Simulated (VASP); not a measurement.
## HfC: single point with PBEsol+D3(BJ)

Crystal: HfC.

```
CELL_PARAMETERS angstrom
3.28868 0.00324 0.00000
-1.64153 2.80601 0.00000
0.00000 0.00000 5.23809
ATOMIC_POSITIONS crystal
Hf 0.65980 0.34236 0.75000
Hf 0.38710 0.70453 0.25000
C 0.97655 0.97656 0.00037
C 0.97655 0.97656 0.49963
```

```
Program                : VASP 6.6.1
Task                   : single point
Functional             : PBEsol
Dispersion             : D3(BJ)
Potentials or basis    : VASP PAW PBE potentials, release 64 (Hf_pv, C)
Cutoff                 : 520 eV
k mesh                 : 14 × 14 × 8
Occupations            : gaussian, width 0.1 eV
Spin                   : no spin polarisation
Dipole correction      : no
Further INCAR settings : ALGO = Fast; EDIFF = 1e-07; NBANDS = 22; ISYM = 0
```

```json
{
 "Pressure": "1.2 GPa",
 "Largest force": "4.124 eV/Å",
 "Band gap on the k mesh": "zero (bands 14 and 15 overlap by 0.99 eV)",
 "Dispersion energy per atom": "-0.379 eV"
}
```

Forces on the atoms (eV/Å):
```
Hf  -0.061 -1.677  0.000
Hf  -3.042 -2.784  0.000
C    1.551  2.230 -0.371
C    1.551  2.230  0.371
```

Stress tensor (GPa, compression positive):
```
0.21 0.58 0.00
0.58 2.71 0.00
0.00 0.00 0.69
```

Levels at points of the mesh, in eV from the Fermi level:
| k point | band 11 | band 12 | band 13 | band 14 | band 15 | band 16 | band 17 | band 18 |
| --- | --- | --- | --- | --- | --- | --- | --- | --- |
| (0.00, 0.00, 0.00) | -2.85 | -1.76 | -0.86 | 0.54 | 1.40 | 1.65 | 1.85 | 2.14 |
| (0.50, 0.00, 0.00) | -3.32 | -3.21 | -2.14 | -0.63 | 0.90 | 3.80 | 5.06 | 5.23 |
| (0.00, 0.50, 0.00) | -3.71 | -3.56 | -1.92 | -0.78 | 1.18 | 4.41 | 4.78 | 5.14 |
| (0.50, 0.50, 0.00) | -3.60 | -3.37 | -2.32 | -0.31 | 1.07 | 4.21 | 4.61 | 5.04 |
| (0.00, 0.00, 0.50) | -3.03 | -2.76 | -2.16 | -2.00 | 3.22 | 3.45 | 3.66 | 3.83 |
| (0.50, 0.00, 0.50) | -3.58 | -3.06 | -2.19 | -1.96 | 0.57 | 1.48 | 4.98 | 5.19 |
| (0.00, 0.50, 0.50) | -3.76 | -2.99 | -2.58 | -2.16 | 0.93 | 2.05 | 5.05 | 5.38 |
| (0.50, 0.50, 0.50) | -3.71 | -3.42 | -2.06 | -1.91 | 1.19 | 1.51 | 4.97 | 5.24 |

Run time: 34 min on 1 thread of Oxide Virtual Turin-like Processor, with other jobs on the host, peak memory 0.73 GiB.

Caveat: three body term missing; the PAW data sets were made with another functional, which shifts forces and pressure a little; spin-orbit coupling is left out, which moves the levels of the heavy elements.
